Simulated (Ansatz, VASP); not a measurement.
## One calculation of C, two programs

Contents of INCAR:

```
ALGO = Normal
EDIFF = 1E-7
EDIFFG = -0.05
ENCUT = 600
GGA = CA
GGA_COMPAT = False
IBRION = 2
ISIF = 3
ISMEAR = 0
LASPH = True
LCHARG = False
LREAL = False
LWAVE = False
NELM = 120
NELMIN = 4
NSW = 100
PREC = Accurate
SIGMA = 0.1
```

File KPOINTS:

```
k-points
0
Gamma
  10 10 10
```

POSCAR

```
C
1.0
    0.0000000000      1.7800000000      1.7800000000
    1.7800000000      0.0000000000      1.7800000000
    1.7800000000      1.7800000000      0.0000000000
C
2
Direct
    0.0000000000      0.0000000000      0.0000000000
    0.2500000000      0.2500000000      0.2500000000
```

Input for Ansatz:

```yaml
crystal:
  lattice:
    - [0.0, 1.78, 1.78]
    - [1.78, 0.0, 1.78]
    - [1.78, 1.78, 0.0]
  atoms:
    - { symbol: C, position: [0.0, 0.0, 0.0] }
    - { symbol: C, position: [0.25, 0.25, 0.25] }
basis:
  ecutwfc: 420
kpoints:
  mp_grid: { grid: [10, 10, 10] }
hamiltonian:
  xc: lda
  pseudopotentials: { kind: paw, azcp: { folder: soft_1 } }
scf:
  occupations: { method: gaussian, width: 0.1 }
output:
  forces: true
  stress: true
  eigenvalues: true
relax:
  adjacent_minimum: "off"
  f_tol: 0.05
  max_steps: 80
  cell: { stress_tol: 0.5 }
```

Alike in both runs: task relaxation of cell and atoms; functional LDA; k mesh 10 × 10 × 10; occupations gaussian, width 0.1 eV; no spin polarisation.

|  | VASP | Ansatz |
| --- | --- | --- |
| version | VASP 6.6.1 | Ansatz 0.2.0 |
| potentials or method | VASP PAW LDA potentials, release 64 (C), cutoff 600 eV | scalar-relativistic, plane waves, PAW |
| valence electrons in the cell | 8 | 8 |

```tsv
	VASP	Ansatz	Ansatz less VASP
gap on the k mesh at the Fermi level, each at its own relaxed structure (eV)	4.20	4.21	+0.012
relaxed volume (Å³/atom)	5.52	5.51	-0.011
relaxed cell length with the largest relative difference (Å)	2.499	2.497	-0.0016
```

Ansatz warns that its potentials were made for another functional, while VASP's fit it. LDA's correlation is that of Perdew and Zunger in VASP and of Perdew and Wang (1992) in Ansatz.
